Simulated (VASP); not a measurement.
# Au (Fm-3m) in VASP: notebook

Runs on Au. Level: LDA. Tasks: single point.

Everything below comes from runs of VASP 6.6.1. Logs are shortened: lines on timing, memory, paths and dates and some standing lists are left out, and cuts for length are marked.

## Step 1: The cell of the first run

Symmetry: Fm-3m, No. 225, cubic system. The conventional cell has a = 4.070 Å, b = 4.070 Å, c = 4.070 Å, α = 90.00°, β = 90.00°, γ = 90.00°. Within 3.8 Å of Au (site symmetry m-3m) lie 12 Au at 2.88 Å.

## Step 2: Single point, LDA

The input, INCAR:

```
PREC     = Accurate       # precision mode
ENCUT    = 500            # plane-wave cutoff, eV
EDIFF    = 1E-6           # SCF threshold, eV
ISMEAR   = 1              # smearing method
SIGMA    = 0.1            # smearing width, eV
LREAL    = False          # projectors in reciprocal space
LASPH    = True           # aspherical terms in the spheres
NELM     = 120            # most SCF steps
ALGO     = Normal         # electronic algorithm
ISIF     = 2              # what is computed and relaxed
LWAVE    = False          # write WAVECAR
LCHARG   = True           # write CHGCAR
LELF     = True           # ELF
LVHAR    = True         
NBANDS   = 12             # bands
GGA_COMPAT= False
```

The input, KPOINTS:

```
Automatic mesh
0
Gamma
  11 11 11
```

The input, POSCAR:

```
Au
1.0
    0.0000000000      2.0350000000      2.0350000000
    2.0350000000      0.0000000000      2.0350000000
    2.0350000000      2.0350000000      0.0000000000
Au
1
Direct
    0.0000000000      0.0000000000      0.0000000000
```

Potentials or basis: VASP PAW LDA potentials, release 64 (Au).

On the command line:

```
cat potpaw_LDA.64/Au/POTCAR > POTCAR
mpirun -np 1 vasp_std > vasp.out
```

OUTCAR:

```text
PREC = Accurate
   ENCUT = 500
   EDIFF = 1E-6
   ISMEAR = 1
   LREAL = False
   LASPH = True
   NELM = 120
   ISIF = 2

 ion  position               nearest neighbor table
   1  0.000  0.000  0.000-

  LATTYP: Found a face centered cubic cell.
 ALAT       =     4.0700000000

  Lattice vectors:

 A1 = (   0.0000000000,   2.0350000000,   2.0350000000)
 A2 = (   2.0350000000,   0.0000000000,   2.0350000000)
 A3 = (   2.0350000000,   2.0350000000,   0.0000000000)

Analysis of symmetry for initial positions (statically):
=====================================================================
 Subroutine PRICEL returns:
 Original cell was already a primitive cell.

 Routine SETGRP: Setting up the symmetry group for a
 face centered cubic supercell.

 Subroutine GETGRP returns: Found 48 space group operations
 (whereof 48 operations were pure point group operations)
 out of a pool of 48 trial point group operations.

The static configuration has the point symmetry O_h .

Analysis of symmetry for dynamics (positions and initial velocities):
=====================================================================
 Subroutine PRICEL returns:
 Original cell was already a primitive cell.

 Routine SETGRP: Setting up the symmetry group for a
 face centered cubic supercell.

 Subroutine GETGRP returns: Found 48 space group operations
 (whereof 48 operations were pure point group operations)
 out of a pool of 48 trial point group operations.

The dynamic configuration has the point symmetry O_h .

 Subroutine INISYM returns: Found 48 space group operations
 (whereof 48 operations are pure point group operations),
 and found     1 'primitive' translations

----------------------------------------------------------------------------------------

                                     Primitive cell

  volume of cell :      16.8548

  direct lattice vectors                    reciprocal lattice vectors
     0.000000000  2.035000000  2.035000000    -0.245700246  0.245700246  0.245700246
     2.035000000  0.000000000  2.035000000     0.245700246 -0.245700246  0.245700246
     2.035000000  2.035000000  0.000000000     0.245700246  0.245700246 -0.245700246

  length of vectors
     2.877924599  2.877924599  2.877924599     0.425565309  0.425565309  0.425565309

  position of ions in fractional coordinates (direct lattice)
     0.000000000  0.000000000  0.000000000

  ion indices of the primitive-cell ions
   primitive index   ion index
                 1           1

----------------------------------------------------------------------------------------

 KPOINTS: Automatic mesh

Automatic generation of k-mesh.
 Grid dimensions read from file:
 generate k-points for:   11   11   11

 Generating k-lattice:

  Cartesian coordinates                     Fractional coordinates (reciprocal lattice)
    -0.022336386  0.022336386  0.022336386     0.090909091  0.000000000  0.000000000
     0.022336386 -0.022336386  0.022336386     0.000000000  0.090909091  0.000000000
     0.022336386  0.022336386 -0.022336386     0.000000000  0.000000000  0.090909091

  Length of vectors
     0.038687755  0.038687755  0.038687755

  Shift w.r.t. Gamma in fractional coordinates (k-lattice)
     0.000000000  0.000000000  0.000000000

 Subroutine IBZKPT returns following result:
 ===========================================

 Found     56 irreducible k-points:

 Following reciprocal coordinates:
            Coordinates               Weight
  0.000000  0.000000  0.000000      1.000000
  0.090909  0.000000  0.000000      8.000000
  0.181818  0.000000  0.000000      8.000000
  0.272727  0.000000  0.000000      8.000000
  0.363636  0.000000  0.000000      8.000000
  0.454545  0.000000  0.000000      8.000000
[... 16 lines left out ...]
 -0.272727  0.181818  0.000000     24.000000
 -0.181818  0.181818  0.000000     12.000000
 [... further k-points ...]
   k-points           NKPTS =     56   k-points in BZ     NKDIM =     56   number of bands    NBANDS=     12
   number of dos      NEDOS =    301   number of ions     NIONS =      1
   total plane-waves  NPLWV =  13824
   dimension x,y,z NGX =    24 NGY =   24 NGZ =   24
   dimension x,y,z NGXF=    48 NGYF=   48 NGZF=   48
   ions per type =               1
   NGX,Y,Z   is equivalent  to a cutoff of  13.86, 13.86, 13.86 a.u.
   NGXF,Y,Z  is equivalent  to a cutoff of  27.73, 27.73, 27.73 a.u.
 SYSTEM =  unknown system
   PREC   = accura    normal or accurate (medium, high low for compatibility)
   ISTART =      0    job   : 0-new  1-cont  2-samecut
   ICHARG =      2    charge: 1-file 2-atom 10-const
   ISPIN  =      1    spin polarized calculation?
   LNONCOLLINEAR =      F non collinear calculations
   LSORBIT =      F    spin-orbit coupling
   LASPH  =      T    aspherical Exc in radial PAW
   ENCUT  =  500.0 eV  36.75 Ry    6.06 a.u.   5.25  5.25  5.25*2*pi/ulx,y,z
   NELM   =    120;   NELMIN=  2; NELMDL= -5     # of ELM steps
   EDIFF  = 0.1E-05   stopping-criterion for ELM
   LREAL  =      F    real-space projection
   EDIFFG = 0.1E-04   stopping-criterion for IOM
   NSW    =      0    number of steps for IOM
   IBRION =     -1    ionic relax: 0-MD 1-quasi-New 2-CG
   NFREE  =      0    steps in history (QN), initial steepest desc. (CG)
   ISIF   =      2    stress and relaxation
   ISYM   =      2    0-nonsym 1-usesym 2-fastsym
   POTIM  = 0.5000    time-step for ionic-motion
   TEBEG  =    0.0;   TEEND  =   0.0 temperature during run
   PSTRESS=    0.0 pullay stress
   NELECT =      11.0000    total number of electrons
   NUPDOWN=      -1.0000    fix difference up-down
   EMIN   =  10.00;   EMAX   =-10.00  energy-range for DOS
   EFERMI =   0.00;   METHOD = LEGACY
   ISMEAR =     1;   SIGMA  =   0.10  broadening in eV -4-tet -1-fermi 0-gaus
   EFERMI_NEDOS =   21; number of points for ismear=-14 and -15
   IALGO  =     38    algorithm
   IMIX   =      4    mixing-type and parameters
     AMIX     =   0.40;   BMIX     =  1.00
     AMIX_MAG =   1.60;   BMIX_MAG =  1.00
  volume/ion in A,a.u.               =      16.85       113.74
  Fermi-wavevector in a.u.,A,eV,Ry     =   1.420032  2.683470 27.436005  2.016489
  Thomas-Fermi vector in A             =   2.540990
   LORBIT       =      0    0 simple, 1 ext, 2 COOP (PROOUT), +10 PAW based schemes
   GGA     = CA    functional components
   LHFCALC =     F    Hartree Fock is set to
   AEXX    =    0.0000 exact exchange contribution
   IVDW    =     0    specifies the selected vdW correction
   LEPSILON=     F    determine dielectric tensor
   LRPA    =     F    only Hartree local field effects (RPA)
 non-spin polarized calculation
 Methfessel and Paxton  Order N= 1 SIGMA  =   0.10
  energy-cutoff  :      500.00
  volume of cell :       16.85
 maximum number of plane-waves:       440
 NGX is ok and might be reduce to    24
   NGX = 11   NGY = 11   NGZ = 11

 number of electron      10.9999999 magnetization

 Free energy of the ion-electron system (eV)
  ---------------------------------------------------
  ext. energy  EPLUGINS =         0.00000000
  ---------------------------------------------------
  free energy    TOTEN  =        -4.45222205 eV

  energy without entropy =       -4.45275948  energy(sigma->0) =       -4.45240119

 E-fermi :   9.4264     XC(G=0): -13.0463

 val. band max:        9.3289653006   @ k =   0.4545   0.2727   0.0000
 cond. band min:       9.5809069341   @ k =  -0.4545   0.0909   0.0000
 fundamental gap:      0.2519416336
 Fermi energy:         9.4263576739

 k-point     1 :       0.0000    0.0000    0.0000
  band No.  band energies     occupation
      1      -0.5583      2.00000
      2       4.7059      2.00000
      3       4.7059      2.00000
      4       4.7059      2.00000
      5       6.2732      2.00000
      6       6.2732      2.00000
      7      23.9468      0.00000
      8      27.9601      0.00000
      9      27.9601      0.00000
     10      27.9601      0.00000
     11      33.0253      0.00000
     12      37.7264      0.00000

 k-point     2 :       0.0909    0.0000    0.0000
  band No.  band energies     occupation
      1      -0.2694      2.00000
      2       4.6137      2.00000
      3       4.8031      2.00000
      4       4.8031      2.00000
      5       6.2316      2.00000
      6       6.2316      2.00000
      7      24.2769      0.00000
      8      26.3633      0.00000
      9      28.3103      0.00000
     10      28.3103      0.00000
     11      33.7929      0.00000
     12      35.8462      0.00000

 k-point     3 :       0.1818    0.0000    0.0000
  band No.  band energies     occupation
      1       0.5236      2.00000
      2       4.4631      2.00000
      3       4.9796      2.00000
      4       4.9796      2.00000
      5       6.2339      2.00000
      6       6.2339      2.00000
      7      23.2153      0.00000
      8      25.1206      0.00000
      9      29.1659      0.00000
     10      29.1659      0.00000
     11      31.6115      0.00000
     12      33.7394      0.00000

 k-point     4 :       0.2727    0.0000    0.0000
  band No.  band energies     occupation
      1       1.4761      2.00000
      2       4.6978      2.00000
      3       4.9686      2.00000
      4       4.9686      2.00000
      5       6.5491      2.00000
      6       6.5491      2.00000
      7      19.7945      0.00000
      8      24.8884      0.00000
      9      29.3003      0.00000
     10      29.3003      0.00000
     11      31.4959      0.00000
     12      32.4724      0.00000

 k-point     5 :       0.3636    0.0000    0.0000
  band No.  band energies     occupation
      1       1.9533      2.00000
      2       4.8087      2.00000
      3       4.8087      2.00000
      4       5.9837      2.00000
      5       7.0705      2.00000
      6       7.0705      2.00000
      7      16.2113      0.00000
      8      24.0276      0.00000
      9      27.8083      0.00000
     10      27.8083      0.00000
     11      33.4451      0.00000
     12      33.4701      0.00000
[... 228 lines left out ...]
      1       2.7484      2.00000
      2       4.2239      2.00000
      3       5.3120      2.00000
      4       5.4460      2.00000
      5       7.4490      2.00000
      6      11.2794     -0.00000
      7      12.6016      0.00000
      8      22.2386      0.00000
      9      24.8764      0.00000
     10      25.3048      0.00000
     11      34.8185      0.00000
     12      34.9576      0.00000

 k-point    22 :      -0.3636    0.1818    0.0000
  band No.  band energies     occupation
      1       2.8302      2.00000
      2       4.3099      2.00000
      3       5.2922      2.00000
      4       5.2930      2.00000
      5       6.9510      2.00000
      6       9.9374     -0.00000
      7      14.6677      0.00000
      8      21.6383      0.00000
      9      25.2796      0.00000
     10      26.5023      0.00000
     11      33.0514      0.00000
     12      34.9261      0.00000

 k-point    23 :      -0.2727    0.1818    0.0000
  band No.  band energies     occupation
      1       2.7731      2.00000
      2       4.3189      2.00000
      3       4.6995      2.00000
      4       5.4063      2.00000
      5       6.2616      2.00000
      6       8.5392      2.00000
      7      17.9407      0.00000
      8      21.7783      0.00000
      9      25.8959      0.00000
     10      28.8695      0.00000
     11      30.6482      0.00000
     12      34.9797      0.00000

 k-point    24 :      -0.1818    0.1818    0.0000
  band No.  band energies     occupation
      1       2.0394      2.00000
      2       4.0822      2.00000
      3       4.9116      2.00000
      4       5.5996      2.00000
      5       5.6492      2.00000
      6       7.4978      2.00000
      7      20.8740      0.00000
      8      22.8775      0.00000
      9      27.1520      0.00000
     10      28.6435      0.00000
     11      31.3783      0.00000
     12      34.0519      0.00000

 [... further k-points ...]
[... 5 lines left out ...]
  --------------------------------------------------------------------------------------
  -------------------------------------------------------------------------------------
  Total       -0.2673228     -0.2673228     -0.2673228      0.0000000      0.0000000     -0.0000000
  in kB      -25.4110910    -25.4110910    -25.4110910      0.0000000      0.0000000     -0.0000000
  external PRESSURE =     -25.4110910 kB  Pullay stress =       0.0000000 kB

 VOLUME and BASIS-vectors are now :
 -----------------------------------------------------------------------------
  energy-cutoff  :      500.00
  volume of cell :       16.85
      direct lattice vectors                 reciprocal lattice vectors
     0.000000000  2.035000000  2.035000000    -0.245700246  0.245700246  0.245700246
     2.035000000  0.000000000  2.035000000     0.245700246 -0.245700246  0.245700246
     2.035000000  2.035000000  0.000000000     0.245700246  0.245700246 -0.245700246

 POSITION                                       TOTAL-FORCE (eV/Angst)
 -----------------------------------------------------------------------------------
      0.00000      0.00000      0.00000         0.000000     -0.000000     -0.000000
 -----------------------------------------------------------------------------------
    total drift:                                0.000000      0.000000     -0.000000

  FREE ENERGIE OF THE ION-ELECTRON SYSTEM (eV)
  ---------------------------------------------------
  free  energy   TOTEN  =        -4.4522220501 eV

  energy  without entropy=       -4.4527594773  energy(sigma->0) =       -4.45240119
```

Wall time 5.3 s (1 thread of Intel Xeon Platinum 8559C (Emerald Rapids), shared host); peak memory 0.13 GiB.

What came out:

```
Free energy : -4.4522 eV
Pressure    : -2.5 GPa
```

Caveat: spin-orbit coupling is left out, which moves the levels of the heavy elements.

## Step 3: Single point, LDA

This run uses another cell than the first one, of 17.19 Å³/atom, 1.020 times its volume.

The input, INCAR:

```
PREC = Accurate ; ENCUT = 500
EDIFF = 1E-6 ; ISMEAR = 1
SIGMA = 0.1 ; LREAL = False
LASPH = True ; NELM = 120
ALGO = Normal ; ISIF = 2
LWAVE = False ; LCHARG = True
LELF = True ; LVHAR = True
NBANDS = 12 ; GGA_COMPAT = False
```

KPOINTS is that of step 2.

The input, POSCAR:

```
Au
1.0
    0.0000000000      2.0484772140      2.0484772140
    2.0484772140      0.0000000000      2.0484772140
    2.0484772140      2.0484772140      0.0000000000
Au
1
Direct
    0.0000000000      0.0000000000      0.0000000000
```

Potentials or basis: VASP PAW LDA potentials, release 64 (Au).

On the command line:

```
cat potpaw_LDA.64/Au/POTCAR > POTCAR
mpirun -np 1 vasp_std > vasp.out
```

Wall time 6.1 s (1 thread of Intel Xeon Platinum 8559C (Emerald Rapids), shared host); peak memory 0.13 GiB.

Results (log left out):

```yaml
Free_energy: -4.4435 eV
Pressure: -5.9 GPa
```

Levels at points of the mesh, in eV from the Fermi level:
| k point | band 4 | band 5 | band 6 | band 7 | band 8 | band 9 |
| --- | --- | --- | --- | --- | --- | --- |
| (0.00, 0.00, 0.00) | -4.61 | -3.10 | -3.10 | 14.55 | 18.45 | 18.45 |

Caveat: spin-orbit coupling is left out, which moves the levels of the heavy elements.

## Step 4: Single point, LDA

This run uses another cell than the first one, of 17.53 Å³/atom, 1.040 times its volume.

The input, INCAR:

```
SYSTEM = Au
PREC = Accurate
ENCUT = 500
EDIFF = 1E-6
ISMEAR = 1
SIGMA = 0.1
LREAL = .False.
LASPH = .True.
NELM = 120
ALGO = Normal
ISIF = 2
LWAVE = .False.
LCHARG = .False.
GGA = CA
NBANDS = 12
GGA_COMPAT = .False.
```

The input, KPOINTS:

```
regular mesh
0
Gamma
  11 11 11
  0 0 0
```

The input, POSCAR:

```
Au
1.0
    0.0000000000      2.0617793868      2.0617793868
    2.0617793868      0.0000000000      2.0617793868
    2.0617793868      2.0617793868      0.0000000000
Au
1
Direct
    0.0000000000      0.0000000000      0.0000000000
```

On the command line:

```
cat potpaw_LDA.64/Au/POTCAR > POTCAR
mpirun -np 1 vasp_std > vasp.out
```

Run time: 4.9 s. Hardware: 1 thread of Intel Xeon Platinum 8559C (Emerald Rapids), shared host; peak memory 0.13 GiB.

Results (log left out):

```yaml
Free_energy: -4.4281 eV
Pressure: -8.8 GPa
```

Levels at points of the mesh, in eV from the Fermi level:
```csv
k point,band 2,band 3,band 4,band 5,band 6,band 7,band 8,band 9,band 10,band 11
"(0.00, 0.00, 0.00)",-4.65,-4.65,-4.65,-3.19,-3.19,14.43,18.22,18.22,18.22,23.16
```

Caveat: spin-orbit coupling is left out, which moves the levels of the heavy elements.

[end of part 1 of 2]
